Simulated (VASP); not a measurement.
# TiC (I4mm) in VASP: notebook

Runs on TiC. Level: PBE. Tasks: single point.

Program: VASP 6.6.1. These are calculated values, not measurements. Logs are shortened: lines on timing, memory, paths and dates and some standing lists are left out, and cuts for length are marked.

## Step 1: The cell of the first run

Symmetry: I4mm, No. 107, tetragonal system. Conventional cell: a = 3.064 Å, b = 3.064 Å, c = 4.333 Å, α = 90.00°, β = 90.00°, γ = 90.00°. Within 2.7 Å of Ti (site symmetry 4mm) lie 6 C at 2.04 to 2.29 Å. Within 2.7 Å of C (site symmetry 4mm) lie 6 Ti at 2.04 to 2.29 Å.

## Step 2: Single point, PBE (all C atoms moved +0.125 Å, as atom 2 along Cartesian [0 0 1])

Input file INCAR:

```
SYSTEM = TiC
PREC = Accurate
ENCUT = 520
EDIFF = 1E-7
ISMEAR = 0
SIGMA = 0.15
LREAL = .False.
LASPH = .True.
NELM = 80
ALGO = Normal
ISIF = 2
LWAVE = .False.
LCHARG = .True.
GGA = PE
LELF = .True.
LVHAR = .True.
NBANDS = 15
```

Input file KPOINTS:

```
Automatic mesh
0
Gamma
  24 24 24
  0 0 0
```

Input file POSCAR:

```
TiC
1.0
    0.0000000000      2.1664615241      2.1664615241
    2.1664615241      0.0000000000      2.1664615241
    2.1664615241      2.1664615241      0.0000000000
Ti C
1 1
Direct
    0.0000000000      0.0000000000      0.0000000000
    0.5288488853      0.5288488853      0.4711511147
```

Potentials or basis: VASP PAW PBE potentials, release 64 (Ti_sv, C).

Launch:

```console
$ cat potpaw_PBE.64/Ti_sv/POTCAR potpaw_PBE.64/C/POTCAR > POTCAR
$ mpirun -np 1 vasp_std > vasp.out
```

OUTCAR:

```text
SYSTEM = TiC
   PREC = Accurate
   ENCUT = 520
   EDIFF = 1E-7
   ISMEAR = 0
   LREAL = .False.
   LASPH = .True.
   NELM = 80
   ISIF = 2
   GGA = PE

 ion  position               nearest neighbor table
   1  0.000  0.000  0.000-   2 2.04   2 2.17   2 2.17   2 2.17   2 2.17   2 2.29
   2  0.529  0.529  0.471-   1 2.04   1 2.17   1 2.17   1 2.17   1 2.17   1 2.29

  LATTYP: Found a face centered cubic cell.
 ALAT       =     4.3329230482

  Lattice vectors:

 A1 = (   0.0000000000,   2.1664615241,   2.1664615241)
 A2 = (   2.1664615241,   0.0000000000,   2.1664615241)
 A3 = (   2.1664615241,   2.1664615241,   0.0000000000)

Analysis of symmetry for initial positions (statically):
=====================================================================
 Subroutine PRICEL returns:
 Original cell was already a primitive cell.

 Routine SETGRP: Setting up the symmetry group for a
 face centered cubic supercell.

 Subroutine GETGRP returns: Found  8 space group operations
 (whereof  8 operations were pure point group operations)
 out of a pool of 48 trial point group operations.

The static configuration has the point symmetry C_4v.

Analysis of symmetry for dynamics (positions and initial velocities):
=====================================================================
 Subroutine PRICEL returns:
 Original cell was already a primitive cell.

 Routine SETGRP: Setting up the symmetry group for a
 face centered cubic supercell.

 Subroutine GETGRP returns: Found  8 space group operations
 (whereof  8 operations were pure point group operations)
 out of a pool of 48 trial point group operations.

The dynamic configuration has the point symmetry C_4v.

 Subroutine INISYM returns: Found  8 space group operations
 (whereof  8 operations are pure point group operations),
 and found     1 'primitive' translations

----------------------------------------------------------------------------------------

                                     Primitive cell

  volume of cell :      20.3368

  direct lattice vectors                    reciprocal lattice vectors
     0.000000000  2.166461524  2.166461524    -0.230791082  0.230791082  0.230791082
     2.166461524  0.000000000  2.166461524     0.230791082 -0.230791082  0.230791082
     2.166461524  2.166461524  0.000000000     0.230791082  0.230791082 -0.230791082

  length of vectors
     3.063839270  3.063839270  3.063839270     0.399741881  0.399741881  0.399741881

  position of ions in fractional coordinates (direct lattice)
[... 83 lines left out ...]
   IBRION =     -1    ionic relax: 0-MD 1-quasi-New 2-CG
   NFREE  =      0    steps in history (QN), initial steepest desc. (CG)
   ISIF   =      2    stress and relaxation
   ISYM   =      2    0-nonsym 1-usesym 2-fastsym
   POTIM  = 0.5000    time-step for ionic-motion
   TEBEG  =    0.0;   TEEND  =   0.0 temperature during run
   PSTRESS=    0.0 pullay stress
   NELECT =      16.0000    total number of electrons
   NUPDOWN=      -1.0000    fix difference up-down
   EMIN   =  10.00;   EMAX   =-10.00  energy-range for DOS
   EFERMI =   0.00;   METHOD = LEGACY
   ISMEAR =     0;   SIGMA  =   0.15  broadening in eV -4-tet -1-fermi 0-gaus
   EFERMI_NEDOS =   21; number of points for ismear=-14 and -15
   IALGO  =     38    algorithm
   IMIX   =      4    mixing-type and parameters
     AMIX     =   0.40;   BMIX     =  1.00
     AMIX_MAG =   1.60;   BMIX_MAG =  1.00
  volume/ion in A,a.u.               =      10.17        68.62
  Fermi-wavevector in a.u.,A,eV,Ry     =   1.511311  2.855964 31.076536  2.284061
  Thomas-Fermi vector in A             =   2.621385
   LORBIT       =      0    0 simple, 1 ext, 2 COOP (PROOUT), +10 PAW based schemes
   GGA     = PE    functional components
   LHFCALC =     F    Hartree Fock is set to
   AEXX    =    0.0000 exact exchange contribution
   IVDW    =     0    specifies the selected vdW correction
   LEPSILON=     F    determine dielectric tensor
   LRPA    =     F    only Hartree local field effects (RPA)
 non-spin polarized calculation
 Gauss-broadening in eV      SIGMA  =   0.15
  energy-cutoff  :      520.00
  volume of cell :       20.34
 maximum number of plane-waves:       568
   NGX = 11   NGY = 11   NGZ = 11

 number of electron      16.0000000 magnetization

 Free energy of the ion-electron system (eV)
  ---------------------------------------------------
  ext. energy  EPLUGINS =         0.00000000
  ---------------------------------------------------
  free energy    TOTEN  =       -18.63975348 eV

  energy without entropy =      -18.63705061  energy(sigma->0) =      -18.63840204

 E-fermi :   9.4593     XC(G=0): -12.6842

 val. band max:        9.4559881887   @ k =   0.3750   0.0417   0.4167
 cond. band min:       9.4611903055   @ k =   0.0833   0.0417   0.0000
 fundamental gap:      0.0052021168
 Fermi energy:         9.4592559489

 k-point     1 :       0.0000    0.0000    0.0000
  band No.  band energies     occupation
      1     -47.1878      2.00000
      2     -23.2174      2.00000
      3     -23.2174      2.00000
      4     -23.2110      2.00000
      5      -2.9773      2.00000
      6       9.6836      0.03445
      7       9.6836      0.03445
      8      10.0635      0.00000
      9      10.0936      0.00000
     10      11.1127      0.00000
     11      11.5332      0.00000
     12      11.5332      0.00000
     13      12.2538      0.00000
     14      19.7971      0.00000
[... 401 lines left out ...]
      2     -23.4466      2.00000
      3     -23.2478      2.00000
      4     -23.2340      2.00000
      5      -1.7781      2.00000
      6       6.7355      2.00000
      7       7.7809      2.00000
      8       7.9273      2.00000
      9      10.8456      0.00000
     10      11.2509      0.00000
     11      12.2507      0.00000
     12      14.7070      0.00000
     13      15.5375      0.00000
     14      20.6353      0.00000
     15      23.6008      0.00000

 [... further k-points ...]
[... 5 lines left out ...]
  --------------------------------------------------------------------------------------
  -------------------------------------------------------------------------------------
  Total        0.0749968      0.0749968      0.6384156      0.0000000      0.0000000      0.0000000
  in kB        5.9084103      5.9084103     50.2957288      0.0000000      0.0000000      0.0000000
  external PRESSURE =      20.7041831 kB  Pullay stress =       0.0000000 kB

 VOLUME and BASIS-vectors are now :
 -----------------------------------------------------------------------------
  energy-cutoff  :      520.00
  volume of cell :       20.34
      direct lattice vectors                 reciprocal lattice vectors
     0.000000000  2.166461524  2.166461524    -0.230791082  0.230791082  0.230791082
     2.166461524  0.000000000  2.166461524     0.230791082 -0.230791082  0.230791082
     2.166461524  2.166461524  0.000000000     0.230791082  0.230791082 -0.230791082

 POSITION                                       TOTAL-FORCE (eV/Angst)
 -----------------------------------------------------------------------------------
      0.00000      0.00000      0.00000         0.000000      0.000000      1.129480
      2.16646      2.16646      2.29146         0.000000      0.000000     -1.129480
 -----------------------------------------------------------------------------------
    total drift:                               -0.000000     -0.000000     -0.000020

  FREE ENERGIE OF THE ION-ELECTRON SYSTEM (eV)
  ---------------------------------------------------
  free  energy   TOTEN  =       -18.6397534761 eV

  energy  without entropy=      -18.6370506126  energy(sigma->0) =      -18.63840204
```

stdout:

```text
POSCAR found type information on POSCAR TiC
 POSCAR found :  2 types and       2 ions
 scaLAPACK will be used
 LDA part: xc-table for (Slater+PW92), standard interpolation
 POSCAR, INCAR and KPOINTS ok, starting setup
 FFT: planning ... GRIDC
 FFT: planning ... GRID_SOFT
 FFT: planning ... GRID
 WAVECAR not read
 entering main loop
```

Run time: 3.7 min. Hardware: 1 thread of AMD EPYC 9R45 (Zen 5), shared host; peak memory 0.39 GiB.

Results:

```
Free energy            : -18.6398 eV
Pressure               : 2.1 GPa
Largest force          : 1.129 eV/Å
Band gap on the k mesh : zero (band 8 reaches 10.11 eV, above the bottom of band 9 at 8.93 eV)
```

Forces in eV/Å, atoms in the order of the input:
```
Ti   0.000  0.000  1.129
C    0.000  0.000 -1.129
```

Caveat: the cell differs from its parent crystal (all C atoms moved +0.125 Å, as atom 2 along Cartesian [0 0 1]); forces of over 1 eV/Å act on the atoms, so gaps and moduli don't describe the material at rest.

## Step 3: Single point, PBE (all C atoms moved +0.438 Å, as atom 2 along Cartesian [0 0 1])

Input file INCAR:

```
PREC = Accurate
ENCUT = 520
EDIFF = 1E-6
ISMEAR = 0
SIGMA = 0.15
LREAL = False
LASPH = True
NELM = 60
ALGO = Normal
ISIF = 2
LWAVE = False
LCHARG = False
GGA = PE
NBANDS = 15
```

Input file KPOINTS:

```
Automatic mesh
0
Gamma
  24 24 24
```

POSCAR, as its differences from that of step 2:

```diff
@@ -9,2 +9,2 @@
     0.0000000000      0.0000000000      0.0000000000
-    0.5288488853      0.5288488853      0.4711511147
+    0.6009710985      0.6009710985      0.3990289015
```

Potentials or basis: VASP PAW PBE potentials, release 64 (Ti_sv, C).

Launch:

```console
$ cat potpaw_PBE.64/Ti_sv/POTCAR potpaw_PBE.64/C/POTCAR > POTCAR
$ mpirun -np 1 vasp_std > vasp.out
```

It took 3.8 min on 1 thread of AMD EPYC 9R45 (Zen 5), shared host; peak memory 0.39 GiB.

It converged, with:

```
Free energy            : -17.5830 eV
Pressure               : 26.2 GPa
Largest force          : 6.633 eV/Å
Band gap on the k mesh : zero (band 8 reaches 9.31 eV, above the bottom of band 9 at 8.55 eV)
```

Forces in eV/Å, atoms in the order of the input:
```
Ti   0.000  0.000  6.633
C    0.000  0.000 -6.633
```

Stress tensor (GPa, compression positive):
```
 2.46  0.00  0.00
 0.00  2.46  0.00
 0.00  0.00 73.60
```

Levels at points of the mesh, in eV from the Fermi level:
```
           k point  band 5  band 6  band 7  band 8  band 9  band 10  band 11  band 12
(0.00, 0.00, 0.00)  -11.99   -1.15   -1.15   -1.08    1.03     2.06     4.55     4.55
(0.50, 0.00, 0.00)   -8.73   -5.50   -2.56   -2.38    2.84     3.28     4.54     6.36
(0.50, 0.50, 0.00)   -9.61   -2.45   -1.39    0.12    0.12     3.12     3.80     3.80
(0.00, 0.50, 0.50)   -9.60   -3.43   -3.25   -0.55    2.93     3.75     3.78     4.61
```

Caveat: the cell differs from its parent crystal (all C atoms moved +0.438 Å, as atom 2 along Cartesian [0 0 1]); forces of over 1 eV/Å act on the atoms, so gaps and moduli don't describe the material at rest.

## Step 4: Single point, PBE (all C atoms moved +0.312 Å, as atom 2 along Cartesian [0 0 1])

Input file INCAR:

```
SYSTEM = TiC
ALGO     = Normal         ! electronic algorithm
EDIFF    = 1E-7           ! SCF threshold, eV
ENCUT    = 520            ! plane-wave cutoff, eV
GGA      = PE             ! functional
ISIF     = 2              ! what is computed and relaxed
ISMEAR   = 0              ! smearing method
LASPH    = .TRUE.         ! aspherical terms in the spheres
LCHARG   = .FALSE.        ! write CHGCAR
LREAL    = .FALSE.        ! projectors in reciprocal space
LWAVE    = .FALSE.        ! write WAVECAR
NBANDS   = 15             ! bands
NELM     = 60             ! most SCF steps
PREC     = Accurate       ! precision mode
SIGMA    = 0.15           ! smearing width, eV
```

Input file KPOINTS:

```
k-points
0
G
  24 24 24
  0 0 0
```

POSCAR, as its differences from that of step 3:

```diff
@@ -9,2 +9,2 @@
     0.0000000000      0.0000000000      0.0000000000
-    0.6009710985      0.6009710985      0.3990289015
+    0.5721222132      0.5721222132      0.4278777868
```

Potentials or basis: VASP PAW PBE potentials, release 64 (Ti_sv, C).

Launch:

```console
$ cat potpaw_PBE.64/Ti_sv/POTCAR potpaw_PBE.64/C/POTCAR > POTCAR
$ mpirun -np 1 vasp_std > vasp.out
```

OUTCAR:

```text
SYSTEM = TiC
   EDIFF = 1E-7
   ENCUT = 520
   GGA = PE
   ISIF = 2
   ISMEAR = 0
   LASPH = .TRUE.
   LREAL = .FALSE.
   NELM = 60
   PREC = Accurate

 ion  position               nearest neighbor table
   1  0.000  0.000  0.000-   2 1.85   2 2.19   2 2.19   2 2.19   2 2.19   2 2.48
   2  0.572  0.572  0.428-   1 1.85   1 2.19   1 2.19   1 2.19   1 2.19   1 2.48

  LATTYP: Found a face centered cubic cell.
 ALAT       =     4.3329230482

  Lattice vectors:

 A1 = (   0.0000000000,   2.1664615241,   2.1664615241)
 A2 = (   2.1664615241,   0.0000000000,   2.1664615241)
[... 609 lines left out ...]
     11      12.5449      0.00000
     12      15.0439      0.00000
     13      16.3658      0.00000
     14      20.5317      0.00000
     15      23.4188      0.00000

 [... further k-points ...]
[... 5 lines left out ...]
  --------------------------------------------------------------------------------------
  -------------------------------------------------------------------------------------
  Total        0.1718279      0.1718279      4.4891724      0.0000000     -0.0000000      0.0000000
  in kB       13.5369630     13.5369630    353.6665055      0.0000000     -0.0000000      0.0000000
  external PRESSURE =     126.9134772 kB  Pullay stress =       0.0000000 kB

 VOLUME and BASIS-vectors are now :
 -----------------------------------------------------------------------------
  energy-cutoff  :      520.00
  volume of cell :       20.34
      direct lattice vectors                 reciprocal lattice vectors
     0.000000000  2.166461524  2.166461524    -0.230791082  0.230791082  0.230791082
     2.166461524  0.000000000  2.166461524     0.230791082 -0.230791082  0.230791082
     2.166461524  2.166461524  0.000000000     0.230791082  0.230791082 -0.230791082

 POSITION                                       TOTAL-FORCE (eV/Angst)
 -----------------------------------------------------------------------------------
      0.00000      0.00000      0.00000         0.000000      0.000000      3.688561
      2.16646      2.16646      2.47896         0.000000      0.000000     -3.688561
 -----------------------------------------------------------------------------------
    total drift:                               -0.000000     -0.000000     -0.000013

  FREE ENERGIE OF THE ION-ELECTRON SYSTEM (eV)
  ---------------------------------------------------
  free  energy   TOTEN  =       -18.2133742430 eV

  energy  without entropy=      -18.2115056165  energy(sigma->0) =      -18.21243993
```

It took 3.8 min on 1 thread of AMD EPYC 9R45 (Zen 5), shared host; peak memory 0.39 GiB.

What came out:

```
Free energy            : -18.2134 eV
Pressure               : 12.7 GPa
Largest force          : 3.689 eV/Å
Band gap on the k mesh : zero (band 8 reaches 9.54 eV, above the bottom of band 9 at 8.70 eV)
```

Forces on the atoms (eV/Å):
```
Ti   0.000  0.000  3.689
C    0.000  0.000 -3.689
```

Stress tensor (GPa, compression positive):
```
 1.35  0.00  0.00
 0.00  1.35  0.00
 0.00  0.00 35.37
```

Caveat: the cell differs from its parent crystal (all C atoms moved +0.312 Å, as atom 2 along Cartesian [0 0 1]); forces of over 1 eV/Å act on the atoms, so gaps and moduli don't describe the material at rest.
